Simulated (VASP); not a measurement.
Al3B2N:

```xyz
6
Lattice="3.8389 0.0000 0.0000 -1.9194 3.3246 0.0000 0.0000 0.0000 6.3104" Properties=species:S:1:pos:R:3 pbc="T T T"
Al    0.0000    2.2164    0.0000
Al    1.9194    1.1082    0.0000
Al    0.0000    0.0000    0.0000
B     0.0000    0.0000    1.8719
B     0.0000    0.0000    4.4385
N     0.0000    0.0000    3.1552
```

```yaml
Program: VASP 6.6.1
Task: relaxation of cell and atoms
Functional: PBE
Potentials_or_basis: VASP PAW PBE potentials, release 64 (Al, B, N)
Cutoff: 600 eV
k_mesh: 6 × 6 × 4
Occupations: gaussian, width 0.1 eV
Spin: no spin polarisation
```

At the start: pressure 55.7 GPa; volume 13.42 Å³/atom.

Problem. Where does the relaxation end?

Solution. Over 13 steps the energy falls by 1028.0 meV/atom and the volume is 21.60 Å³/atom (+60.9 %); space group P6/mmm (No. 191, to 0.05 Å).

The path:
| step | energy change (eV) | largest force (eV/Å) | pressure (GPa) | volume (Å³) |
| --- | --- | --- | --- | --- |
| 1 | 0.0000 | 0.6472 | 55.75 | 80.54 |
| 2 | -5.2426 | 3.7639 | -9.12 | 147.69 |
| 3 | -5.7784 | 3.0707 | -1.39 | 123.41 |
| 4 | -5.7825 | 3.1591 | -2.59 | 126.03 |
| 5 | -4.0830 | 15.4653 | 13.10 | 128.24 |
| 6 | -6.1275 | 0.3567 | 0.53 | 126.91 |
| 7 | -6.1282 | 0.4943 | 0.65 | 126.93 |
| 8 | -6.1283 | 0.5933 | 0.75 | 126.95 |
| 9 | -6.1628 | 0.1350 | 0.27 | 128.60 |
| 10 | -6.1678 | 0.1685 | 0.03 | 129.58 |
| 11 | -6.1679 | 0.1341 | 0.05 | 129.47 |
| 12 | -6.1668 | 0.2747 | 0.33 | 129.78 |
| 13 | -6.1682 | 0.0031 | 0.14 | 129.57 |

Final structure:
```
Al B N
1.0
     4.72378    0.00000    0.00000
    -2.36189    4.09091    0.00000
     0.00000    0.00000    6.70509
Al B N
3 2 1
Cartesian
  0.0000 2.7273 0.0000
  2.3619 1.3636 0.0000
  0.0000 0.0000 0.0000
  0.0000 0.0000 2.0356
  0.0000 0.0000 4.6695
  0.0000 0.0000 3.3525
```

Caveat: the volume moved by over 15 % at a fixed basis, so the end points are rough.
